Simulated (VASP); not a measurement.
Wanted: the native input for a VASP 6.6.1 run.

```yaml
Task: single point
Functional: PBEsol
Potentials_or_basis: VASP PAW PBE potentials, release 64 (Re)
Cutoff: 520 eV
k_mesh: 17 × 17 × 17
Occupations: fermi-dirac, width 0.05 eV
Spin: no spin polarisation
Dipole_correction: no
Further_INCAR_settings: ALGO = Normal; EDIFF = 1e-06; NBANDS = 10
```

The structure of Re lies in POSCAR:

```
Re
1.0
    0.0000000000      1.9399896624      1.9399896624
    1.9399896624      0.0000000000      1.9399896624
    1.9399896624      1.9399896624      0.0000000000
Re
1
Direct
    0.0000000000      0.0000000000      0.0000000000
```

These files were run (other wordings do the same):

INCAR

```
  PREC = Accurate
  ENCUT = 520
  EDIFF = 1E-6
  ISMEAR = -1
  SIGMA = 0.05
  LREAL = F
  LASPH = T
  NELM = 60
  ALGO = Normal
  ISIF = 2
  LWAVE = F
  LCHARG = T
  GGA = PS
  LELF = T
  LVHAR = T
  NBANDS = 10
```

KPOINTS

```
Automatic mesh
0
Gamma
  17 17 17
```

Potentials or basis: VASP PAW PBE potentials, release 64 (Re).

Run with:

```console
$ cat potpaw_PBE.64/Re/POTCAR > POTCAR
$ mpirun -np 1 vasp_std > vasp.out
```

It gave:

- Pressure: 0.0 GPa

Caveat: the PAW data sets were made with another functional, which shifts forces and pressure a little.

It took 24 s on 1 thread of AMD EPYC 7R13 Processor (Zen 3), with other jobs on the host, peak memory 0.11 GiB.
